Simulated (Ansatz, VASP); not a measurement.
Ge in VASP and in Ansatz

```
Ge
1.0
     0.00000    2.85701    2.85701
     2.85701    0.00000    2.85701
     2.85701    2.85701    0.00000
Ge
2
Direct
  0.00000 0.00000 0.00000
  0.25000 0.25000 0.25000
```

Alike in both runs: task single point; functional r2SCAN; k mesh 12 × 12 × 12; occupations gaussian, width 0.01 eV; no spin polarisation.

```csv
,VASP,Ansatz
version,VASP 6.6.1,Ansatz 0.2.0
potentials or method,"VASP PAW PBE potentials, release 64 (Ge_d), cutoff 520 eV","scalar-relativistic, plane waves, PAW"
valence electrons in the cell,28,28
```

```csv
,VASP,Ansatz,Ansatz less VASP
gap on the k mesh at the Fermi level (eV),0.12,0.16,+0.036
least direct gap on the mesh (eV),0.12,0.16,+0.036
pressure (GPa),-1.3,-1.4,-0.05
```

VASP's potentials were made for PBE, not for r2SCAN.
